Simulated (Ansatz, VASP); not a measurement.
Two plane-wave programs on Cl

The input POSCAR:

```
Cl
1.0
    3.3491903326     -2.1262778546      0.0000000000
    3.3491903326      2.1262778546      0.0000000000
    0.0000000000      0.0000000000      8.4803501590
Cl
4
Direct
    0.8804188760      0.1195811240      0.1058368649
    0.6195811240      0.3804188760      0.6058368649
    0.1195811240      0.8804188760      0.8941631351
    0.3804188760      0.6195811240      0.3941631351
```

File INCAR.step1:

```
PREC = Accurate
ENCUT = 520
ISMEAR = -1
SIGMA = 0.05
LREAL = F
LASPH = T
NELM = 80
NBANDS = 22
GGA = PE
ALGO = Normal
EDIFF = 1E-4
LWAVE = T
LCHARG = F
```

Contents of INCAR.step2:

```
PREC = Accurate
ENCUT = 520
EDIFF = 1E-7
ISMEAR = -1
SIGMA = 0.05
LREAL = F
LASPH = T
NELM = 80
ALGO = Normal
ISIF = 2
LWAVE = F
LCHARG = T
METAGGA = R2SCAN
LMIXTAU = T
LELF = T
LVHAR = T
NBANDS = 22
ISTART = 1
```

The input KPOINTS:

```
regular mesh
0
Gamma
  8 8 4
```

Input for Ansatz:

```yaml
crystal:
  lattice:
    - [3.3491903326, -2.1262778546, 0.0]
    - [3.3491903326, 2.1262778546, 0.0]
    - [0.0, 0.0, 8.480350159]
  atoms:
    - { symbol: Cl, position: [0.880418876, 0.119581124, 0.1058368649] }
    - { symbol: Cl, position: [0.619581124, 0.380418876, 0.6058368649] }
    - { symbol: Cl, position: [0.119581124, 0.880418876, 0.8941631351] }
    - { symbol: Cl, position: [0.380418876, 0.619581124, 0.3941631351] }
hamiltonian:
  xc: r2scan
  pseudopotentials:
    kind: paw
    azcp:
      Cl: "pseudopotentials/Cl.paw.azcp"
basis:
  ecutwfc: 500
  fft_grid_basis: typed
kpoints:
  mp_grid: { grid: [8, 8, 4], shift: [0, 0, 0] }
magnetization:
  spin_polarized: false
scf:
  occupations: { method: fermi_dirac, width: 0.05 }
  lower_state_search: "off"
output:
  stress: true
```

Alike in both runs: task single point; functional r2SCAN; k mesh 8 × 8 × 4; occupations fermi-dirac, width 0.05 eV; no spin polarisation.

|  | VASP | Ansatz |
| --- | --- | --- |
| version | VASP 6.6.1 | Ansatz 0.2.0 |
| potentials or method | VASP PAW PBE potentials, release 64 (Cl), cutoff 520 eV | plane waves (500 eV) with PAW, scalar-relativistic |
| valence electrons in the cell | 28 | 28 |

```tsv
	VASP	Ansatz	Ansatz less VASP
pressure (GPa)	-2.4	-2.0	+0.36
traceless stress, the component that is largest in VASP (GPa)	-2.52	-2.16	+0.355
```

VASP's potentials were made for PBE, not for r2SCAN. With one functional, cell and mesh, what is left measures potentials, basis and numerics.
